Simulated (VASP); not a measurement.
# CuO2 (Cmcm) in VASP: a series of runs

Aim: see how the results for CuO2 move with the level of theory and the settings. Levels: LDA, r2SCAN. Tasks: single point.

Everything below comes from runs of VASP 6.6.1. Logs are shortened: lines on timing, memory, paths and dates and some standing lists are left out, and cuts for length are marked.

## 1. The cell of the first run

It takes space group Cmcm (No. 63, orthorhombic). Conventional cell: a = 2.825 Å, b = 10.421 Å, c = 4.343 Å, α = 90.00°, β = 90.00°, γ = 90.00°. Within 2.5 Å of Cu (site symmetry m2m) lie 6 O at 1.86 to 2.22 Å. O (site symmetry m2m) has 4 Cu at 1.90 to 2.22 Å and 1 O at 2.47 Å within 2.5 Å. O (site symmetry m2m) has 2 Cu at 1.86 Å and 3 O at 2.42 to 2.47 Å within 2.5 Å.

## 2. Single point, LDA

Input file INCAR:

```
PREC     = Accurate       # precision mode
ENCUT    = 520            # plane-wave cutoff, eV
EDIFF    = 1E-6           # SCF threshold, eV
ISMEAR   = -1             # smearing method
SIGMA    = 0.05           # smearing width, eV
LREAL    = False          # projectors in reciprocal space
LASPH    = True           # aspherical terms in the spheres
NELM     = 80             # most SCF steps
ALGO     = Normal         # electronic algorithm
ISIF     = 2              # what is computed and relaxed
LWAVE    = False          # write WAVECAR
LCHARG   = False          # write CHGCAR
GGA      = CA             # functional
NBANDS   = 32             # bands
```

Input file KPOINTS:

```
regular mesh
0
Gamma
  10 10 6
```

Input file POSCAR:

```
CuO2
1.0
    1.4126150000     -5.2107470000      0.0000000000
    1.4126150000      5.2107470000      0.0000000000
    0.0000000000      0.0000000000      4.3434240000
Cu O
2 4
Direct
    0.1672530000      0.8327470000      0.7500000000
    0.8327470000      0.1672530000      0.2500000000
    0.7889700000      0.2110300000      0.7500000000
    0.2110300000      0.7889700000      0.2500000000
    0.5514860000      0.4485140000      0.7500000000
    0.4485140000      0.5514860000      0.2500000000
```

Potentials or basis: VASP PAW LDA potentials, release 64 (Cu, O).

On the command line:

```bash
> cat potpaw_LDA.64/Cu/POTCAR potpaw_LDA.64/O/POTCAR > POTCAR
> mpirun -np 1 vasp_std > vasp.out
```

OUTCAR:

```text
PREC = Accurate
   ENCUT = 520
   EDIFF = 1E-6
   ISMEAR = -1
   LREAL = False
   LASPH = True
   NELM = 80
   ISIF = 2
   GGA = CA

 ion  position               nearest neighbor table
   1  0.167  0.833  0.750-   5 1.86   5 1.86   3 1.90   3 1.90   4 2.22   4 2.22
   2  0.833  0.167  0.250-   6 1.86   6 1.86   4 1.90   4 1.90   3 2.22   3 2.22
   3  0.789  0.211  0.750-   1 1.90   1 1.90   2 2.22   2 2.22
   4  0.211  0.789  0.250-   2 1.90   2 1.90   1 2.22   1 2.22
   5  0.551  0.449  0.750-   1 1.86   1 1.86
   6  0.449  0.551  0.250-   2 1.86   2 1.86

  LATTYP: Found a base centered orthorhombic cell.
 ALAT       =     2.8252300000
 B/A-ratio  =     3.6887241039
 C/A-ratio  =     1.5373700548

  Lattice vectors:

 A1 = (   1.4126150000,  -5.2107470000,   0.0000000000)
 A2 = (   1.4126150000,   5.2107470000,   0.0000000000)
 A3 = (   0.0000000000,   0.0000000000,   4.3434240000)

Analysis of symmetry for initial positions (statically):
=====================================================================
 Subroutine PRICEL returns:
 Original cell was already a primitive cell.

 Routine SETGRP: Setting up the symmetry group for a
 base centered orthorhombic supercell.

 Subroutine GETGRP returns: Found  8 space group operations
 (whereof  4 operations were pure point group operations)
 out of a pool of  8 trial point group operations.

The static configuration has the point symmetry C_2h.
 The point group associated with its full space group is D_2h.

Analysis of symmetry for dynamics (positions and initial velocities):
=====================================================================
 Subroutine PRICEL returns:
 Original cell was already a primitive cell.

 Routine SETGRP: Setting up the symmetry group for a
 base centered orthorhombic supercell.

 Subroutine GETGRP returns: Found  8 space group operations
 (whereof  4 operations were pure point group operations)
 out of a pool of  8 trial point group operations.

The dynamic configuration has the point symmetry C_2h.
 The point group associated with its full space group is D_2h.

 Subroutine INISYM returns: Found  8 space group operations
 (whereof  4 operations are pure point group operations),
 and found     1 'primitive' translations

----------------------------------------------------------------------------------------

                                     Primitive cell

  volume of cell :      63.9420

  direct lattice vectors                    reciprocal lattice vectors
     1.412615000 -5.210747000  0.000000000     0.353953483 -0.095955532  0.000000000
     1.412615000  5.210747000  0.000000000     0.353953483  0.095955532  0.000000000
     0.000000000  0.000000000  4.343424000     0.000000000  0.000000000  0.230233106

  length of vectors
     5.398830006  5.398830006  4.343424000     0.366729509  0.366729509  0.230233106

  position of ions in fractional coordinates (direct lattice)
     0.167253000  0.832747000  0.750000000
     0.832747000  0.167253000  0.250000000
     0.788970000  0.211030000  0.750000000
     0.211030000  0.788970000  0.250000000
     0.551486000  0.448514000  0.750000000
     0.448514000  0.551486000  0.250000000

  ion indices of the primitive-cell ions
   primitive index   ion index
                 1           1
                 2           2
                 3           3
                 4           4
                 5           5
                 6           6

----------------------------------------------------------------------------------------

 KPOINTS: regular mesh

Automatic generation of k-mesh.
 Grid dimensions read from file:
 generate k-points for:   10   10    6

 Generating k-lattice:

  Cartesian coordinates                     Fractional coordinates (reciprocal lattice)
     0.035395348 -0.009595553  0.000000000     0.100000000 -0.000000000  0.000000000
     0.035395348  0.009595553  0.000000000    -0.000000000  0.100000000  0.000000000
     0.000000000  0.000000000  0.038372184     0.000000000  0.000000000  0.166666667

  Length of vectors
     0.036672951  0.036672951  0.038372184

  Shift w.r.t. Gamma in fractional coordinates (k-lattice)
     0.000000000  0.000000000  0.000000000

 Subroutine IBZKPT returns following result:
 ===========================================

 Found    124 irreducible k-points:

 Following reciprocal coordinates:
            Coordinates               Weight
  0.000000  0.000000  0.000000      1.000000
  0.100000  0.000000  0.000000      4.000000
  0.200000  0.000000  0.000000      4.000000
  0.300000  0.000000  0.000000      4.000000
  0.400000  0.000000  0.000000      4.000000
  0.500000  0.000000  0.000000      2.000000
[... 16 lines left out ...]
  0.300000  0.300000  0.000000      2.000000
  0.400000  0.300000  0.000000      4.000000
 [... further k-points ...]
   k-points           NKPTS =    124   k-points in BZ     NKDIM =    124   number of bands    NBANDS=     32
   number of dos      NEDOS =    301   number of ions     NIONS =      6
   total plane-waves  NPLWV =  51200
   dimension x,y,z NGX =    40 NGY =   40 NGZ =   32
   dimension x,y,z NGXF=    80 NGYF=   80 NGZF=   64
   ions per type =               2   4
   NGX,Y,Z   is equivalent  to a cutoff of  12.32, 12.32, 12.25 a.u.
   NGXF,Y,Z  is equivalent  to a cutoff of  24.63, 24.63, 24.50 a.u.
 SYSTEM =  unknown system
   PREC   = accura    normal or accurate (medium, high low for compatibility)
   ISTART =      0    job   : 0-new  1-cont  2-samecut
   ICHARG =      2    charge: 1-file 2-atom 10-const
   ISPIN  =      1    spin polarized calculation?
   LNONCOLLINEAR =      F non collinear calculations
   LSORBIT =      F    spin-orbit coupling
   LASPH  =      T    aspherical Exc in radial PAW
   ENCUT  =  520.0 eV  38.22 Ry    6.18 a.u.  10.04 10.04  8.08*2*pi/ulx,y,z
   NELM   =     80;   NELMIN=  2; NELMDL= -5     # of ELM steps
   EDIFF  = 0.1E-05   stopping-criterion for ELM
   LREAL  =      F    real-space projection
   EDIFFG = 0.1E-04   stopping-criterion for IOM
   NSW    =      0    number of steps for IOM
   IBRION =     -1    ionic relax: 0-MD 1-quasi-New 2-CG
   NFREE  =      0    steps in history (QN), initial steepest desc. (CG)
   ISIF   =      2    stress and relaxation
   ISYM   =      2    0-nonsym 1-usesym 2-fastsym
   POTIM  = 0.5000    time-step for ionic-motion
   TEBEG  =    0.0;   TEEND  =   0.0 temperature during run
   PSTRESS=    0.0 pullay stress
   NELECT =      46.0000    total number of electrons
   NUPDOWN=      -1.0000    fix difference up-down
   EMIN   =  10.00;   EMAX   =-10.00  energy-range for DOS
   EFERMI =   0.00;   METHOD = LEGACY
   ISMEAR =    -1;   SIGMA  =   0.05  broadening in eV -4-tet -1-fermi 0-gaus
   EFERMI_NEDOS =   21; number of points for ismear=-14 and -15
   IALGO  =     38    algorithm
   IMIX   =      4    mixing-type and parameters
     AMIX     =   0.40;   BMIX     =  1.00
     AMIX_MAG =   1.60;   BMIX_MAG =  1.00
  volume/ion in A,a.u.               =      10.66        71.92
  Fermi-wavevector in a.u.,A,eV,Ry     =   1.466894  2.772028 29.276722  2.151778
  Thomas-Fermi vector in A             =   2.582577
   LORBIT       =      0    0 simple, 1 ext, 2 COOP (PROOUT), +10 PAW based schemes
   GGA     = CA    functional components
   LHFCALC =     F    Hartree Fock is set to
   AEXX    =    0.0000 exact exchange contribution
   IVDW    =     0    specifies the selected vdW correction
   LEPSILON=     F    determine dielectric tensor
   LRPA    =     F    only Hartree local field effects (RPA)
 non-spin polarized calculation
  energy-cutoff  :      520.00
  volume of cell :       63.94
 maximum number of plane-waves:      1742
   NGX = 21   NGY = 21   NGZ = 17

 number of electron      45.9999979 magnetization

 Free energy of the ion-electron system (eV)
  ---------------------------------------------------
  ext. energy  EPLUGINS =         0.00000000
  ---------------------------------------------------
  free energy    TOTEN  =       -32.23487176 eV

  energy without entropy =      -32.19614894  energy(sigma->0) =      -32.21551035

 E-fermi :   2.2525     XC(G=0): -11.5647

 val. band max:        2.2505794405   @ k =  -0.4000   0.4000   0.3333
 cond. band min:       2.2572362327   @ k =  -0.2000   0.2000   0.1667
 fundamental gap:      0.0066567922
 Fermi energy:         2.2525315480

 k-point     1 :       0.0000    0.0000    0.0000
  band No.  band energies     occupation
      1     -16.6658      2.00000
      2     -15.1012      2.00000
      3     -14.9414      2.00000
      4     -14.2795      2.00000
      5      -3.8860      2.00000
      6      -3.7094      2.00000
[... 24 lines left out ...]
     31      13.8415      0.00000
     32      15.0090      0.00000

 k-point     2 :       0.1000    0.0000    0.0000
  band No.  band energies     occupation
      1     -16.5721      2.00000
      2     -15.0801      2.00000
      3     -14.9147      2.00000
      4     -14.2825      2.00000
      5      -3.8476      2.00000
      6      -3.6266      2.00000
[... 24 lines left out ...]
     31      14.1329      0.00000
     32      14.9276      0.00000

 k-point     3 :       0.2000    0.0000    0.0000
  band No.  band energies     occupation
      1     -16.3085      2.00000
      2     -15.0371      2.00000
      3     -14.8450      2.00000
      4     -14.2858      2.00000
      5      -3.7155      2.00000
      6      -3.4665      2.00000
[... 24 lines left out ...]
     31      14.7184      0.00000
     32      14.8778      0.00000

 k-point     4 :       0.3000    0.0000    0.0000
  band No.  band energies     occupation
      1     -15.9284      2.00000
      2     -15.0001      2.00000
      3     -14.7930      2.00000
      4     -14.2680      2.00000
      5      -3.5119      2.00000
      6      -3.2344      2.00000
[... 654 lines left out ...]
     31      14.6493      0.00000
     32      14.9765      0.00000

 k-point    23 :       0.3000    0.3000    0.0000
  band No.  band energies     occupation
      1     -15.3973      2.00000
      2     -15.1705      2.00000
      3     -14.8034      2.00000
      4     -14.2064      2.00000
      5      -3.6176      2.00000
      6      -3.2153      2.00000
[... 24 lines left out ...]
     31      15.2421      0.00000
     32      15.3650      0.00000

 k-point    24 :       0.4000    0.3000    0.0000
  band No.  band energies     occupation
      1     -15.7683      2.00000
      2     -15.2728      2.00000
      3     -14.7299      2.00000
      4     -14.2383      2.00000
      5      -3.5643      2.00000
      6      -3.1637      2.00000
[... 24 lines left out ...]
     31      15.0215      0.00000
     32      16.0892      0.00000

 [... further k-points ...]
[... 5 lines left out ...]
  --------------------------------------------------------------------------------------
  -------------------------------------------------------------------------------------
  Total       -6.1674198     -5.4512882     -4.8009725      0.0000000     -0.0000000      0.0000000
  in kB     -154.5354314   -136.5915080   -120.2967179      0.0000000     -0.0000000      0.0000000
  external PRESSURE =    -137.1412191 kB  Pullay stress =       0.0000000 kB

 VOLUME and BASIS-vectors are now :
 -----------------------------------------------------------------------------
  energy-cutoff  :      520.00
  volume of cell :       63.94
      direct lattice vectors                 reciprocal lattice vectors
     1.412615000 -5.210747000  0.000000000     0.353953483 -0.095955532  0.000000000
     1.412615000  5.210747000  0.000000000     0.353953483  0.095955532  0.000000000
     0.000000000  0.000000000  4.343424000     0.000000000  0.000000000  0.230233106

 POSITION                                       TOTAL-FORCE (eV/Angst)
 -----------------------------------------------------------------------------------
      1.41261      3.46772      3.25757         0.000000     -0.055338      0.000000
      1.41261     -3.46772      1.08586         0.000000      0.055338     -0.000000
      1.41261     -3.01150      3.25757         0.000000      0.689142      0.000000
      1.41261      3.01150      1.08586         0.000000     -0.689142      0.000000
      1.41261     -0.53656      3.25757         0.000000     -0.466922     -0.000000
      1.41261      0.53656      1.08586         0.000000      0.466922      0.000000
 -----------------------------------------------------------------------------------
    total drift:                               -0.000000      0.000000     -0.000000

  FREE ENERGIE OF THE ION-ELECTRON SYSTEM (eV)
  ---------------------------------------------------
  free  energy   TOTEN  =       -32.2348717564 eV

  energy  without entropy=      -32.1961489426  energy(sigma->0) =      -32.21551035
```

It took 2.6 min on 1 thread of Intel Xeon 6975P-C (Granite Rapids), shared host; peak memory 0.32 GiB.

Results:

* Free energy: -32.2349 eV
* Pressure: -13.7 GPa
* Largest force: 0.689 eV/Å
* Band gap on the k mesh: zero (band 23 reaches 2.54 eV, above the bottom of band 24 at 2.03 eV)

Forces on the atoms (eV/Å):
```
Cu   0.000 -0.055  0.000
Cu   0.000  0.055  0.000
O    0.000  0.689  0.000
O    0.000 -0.689  0.000
O    0.000 -0.467  0.000
O    0.000  0.467  0.000
```

Caveat: semilocal functionals often make such compounds metallic where correlation or magnetic order opens a gap, which also shifts bond lengths.

## 3. Single point, r2SCAN

POSCAR is that of step 2.

Input file INCAR.step1:

```
SYSTEM = CuO2
PREC = Accurate ; ENCUT = 520
ISMEAR = -1 ; SIGMA = 0.05
LREAL = .FALSE. ; LASPH = .TRUE.
NELM = 60 ; NBANDS = 32
GGA = PE ; ALGO = Normal
EDIFF = 1E-4 ; LWAVE = .TRUE.
LCHARG = .FALSE.
```

Input file INCAR.step2:

```
SYSTEM = CuO2
PREC = Accurate ; ENCUT = 520
EDIFF = 1E-6 ; ISMEAR = -1
SIGMA = 0.05 ; LREAL = .FALSE.
LASPH = .TRUE. ; NELM = 60
ALGO = Normal ; ISIF = 2
LWAVE = .FALSE. ; LCHARG = .TRUE.
METAGGA = R2SCAN ; LMIXTAU = .TRUE.
LELF = .TRUE. ; LVHAR = .TRUE.
NBANDS = 32 ; ISTART = 1
```

Input file KPOINTS:

```
Automatic mesh
0
G
  10 10 6
  0 0 0
```

Potentials or basis: VASP PAW PBE potentials, release 64 (Cu, O).

On the command line:

```bash
> cat potpaw_PBE.64/Cu/POTCAR potpaw_PBE.64/O/POTCAR > POTCAR
> cp INCAR.step1 INCAR
> mpirun -np 1 vasp_std > vasp.out
> cp INCAR.step2 INCAR
> mpirun -np 1 vasp_std > vasp.out
```

OUTCAR:

```text
SYSTEM = CuO2
   PREC = Accurate
   ENCUT = 520
   EDIFF = 1E-6
   ISMEAR = -1
   LREAL = .FALSE.
   LASPH = .TRUE.
   NELM = 60
   ISIF = 2
   METAGGA = R2SCAN
   ISTART = 1

 ion  position               nearest neighbor table
   1  0.167  0.833  0.750-   5 1.86   5 1.86   3 1.90   3 1.90   4 2.22   4 2.22
   2  0.833  0.167  0.250-   6 1.86   6 1.86   4 1.90   4 1.90   3 2.22   3 2.22
   3  0.789  0.211  0.750-   1 1.90   1 1.90   2 2.22   2 2.22
   4  0.211  0.789  0.250-   2 1.90   2 1.90   1 2.22   1 2.22
   5  0.551  0.449  0.750-   1 1.86   1 1.86
   6  0.449  0.551  0.250-   2 1.86   2 1.86
[... 1049 lines left out ...]
  -------------------------------------------------------------------------------------
  Total       -4.0939115     -3.0992770     -2.3595459      0.0000000      0.0000000      0.0000000
  in kB     -102.5800737    -77.6577767    -59.1225268      0.0000000      0.0000000      0.0000000
  external PRESSURE =     -79.7867924 kB  Pullay stress =       0.0000000 kB

 VOLUME and BASIS-vectors are now :
 -----------------------------------------------------------------------------
  energy-cutoff  :      520.00
  volume of cell :       63.94
      direct lattice vectors                 reciprocal lattice vectors
     1.412615000 -5.210747000  0.000000000     0.353953483 -0.095955532  0.000000000
     1.412615000  5.210747000  0.000000000     0.353953483  0.095955532  0.000000000
     0.000000000  0.000000000  4.343424000     0.000000000  0.000000000  0.230233106

 POSITION                                       TOTAL-FORCE (eV/Angst)
 -----------------------------------------------------------------------------------
      1.41261      3.46772      3.25757         0.000000     -0.016321      0.000000
      1.41261     -3.46772      1.08586         0.000000      0.016321     -0.000000
      1.41261     -3.01150      3.25757         0.000000      0.435570      0.000000
      1.41261      3.01150      1.08586         0.000000     -0.435570      0.000000
      1.41261     -0.53656      3.25757         0.000000     -0.221552     -0.000000
      1.41261      0.53656      1.08586         0.000000      0.221552     -0.000000
 -----------------------------------------------------------------------------------
    total drift:                               -0.000000      0.000000     -0.000000

  FREE ENERGIE OF THE ION-ELECTRON SYSTEM (eV)
  ---------------------------------------------------
  free  energy   TOTEN  =       -45.9353236619 eV

  energy  without entropy=      -45.8978435984  energy(sigma->0) =      -45.91658363
```

OUTCAR.step1:

```text
SYSTEM = CuO2
   PREC = Accurate
   ENCUT = 520
   ISMEAR = -1
   LREAL = .FALSE.
   LASPH = .TRUE.
   NELM = 60
[... 1078 lines left out ...]
      1.41261      3.01150      1.08586         0.000000     -0.151006      0.000000
      1.41261     -0.53656      3.25757         0.000000      0.102904      0.000000
      1.41261      0.53656      1.08586         0.000000     -0.102904     -0.000000
 -----------------------------------------------------------------------------------
    total drift:                               -0.000000      0.000000     -0.000000

  FREE ENERGIE OF THE ION-ELECTRON SYSTEM (eV)
  ---------------------------------------------------
  free  energy   TOTEN  =       -27.4082684794 eV

  energy  without entropy=      -27.3695319800  energy(sigma->0) =      -27.38890023
```

OSZICAR.step1:

```text
N       E                     dE             d eps       ncg     rms          rms(c)
DAV:   1     0.500803644861E+03    0.50080E+03   -0.22221E+04  8152   0.205E+03
DAV:   2     0.281170525924E+02   -0.47269E+03   -0.42744E+03  8648   0.462E+02
DAV:   3    -0.423065444643E+02   -0.70424E+02   -0.66064E+02  9336   0.188E+02
DAV:   4    -0.457806133228E+02   -0.34741E+01   -0.34356E+01 10408   0.447E+01
DAV:   5    -0.458594709602E+02   -0.78858E-01   -0.78788E-01  9536   0.637E+00    0.349E+01
DAV:   6    -0.603594609617E+02   -0.14500E+02   -0.14989E+02 12600   0.316E+02    0.336E+01
DAV:   7    -0.331416593807E+02    0.27218E+02   -0.81440E+01 10864   0.178E+02    0.218E+01
DAV:   8    -0.281187654558E+02    0.50229E+01   -0.17007E+01 12584   0.385E+01    0.819E+00
DAV:   9    -0.274417065335E+02    0.67706E+00   -0.19323E+00 12408   0.323E+01    0.272E+00
DAV:  10    -0.274630715563E+02   -0.21365E-01   -0.39152E-01 11672   0.583E+00    0.234E+00
DAV:  11    -0.274357656673E+02    0.27306E-01   -0.30431E-01 11432   0.194E+01    0.174E+00
DAV:  12    -0.274098961609E+02    0.25870E-01   -0.72779E-02 11888   0.923E+00    0.364E-01
DAV:  13    -0.274083453118E+02    0.15508E-02   -0.14134E-02 11696   0.108E+00    0.132E-01
DAV:  14    -0.274082684794E+02    0.76832E-04   -0.25606E-04  6752   0.236E-01
   1 F= -.27408268E+02 E0= -.27388900E+02  d E =-.387365E-01
```

Wall time 10 min (1 thread of Intel Xeon 6975P-C (Granite Rapids), shared host); peak memory 0.37 GiB.

Results:

```
Free energy            : -45.9353 eV
Pressure               : -8.0 GPa
Largest force          : 0.436 eV/Å
Band gap on the k mesh : zero (band 23 reaches 2.42 eV, above the bottom of band 24 at 1.93 eV)
```

Forces in eV/Å, atoms in the order of the input:
```
Cu   0.000 -0.016  0.000
Cu   0.000  0.016  0.000
O    0.000  0.436  0.000
O    0.000 -0.436  0.000
O    0.000 -0.222  0.000
O    0.000  0.222  0.000
```

Caveat: the PAW data sets were made with another functional, which shifts forces and pressure a little; semilocal functionals often make such compounds metallic where correlation or magnetic order opens a gap, which also shifts bond lengths.
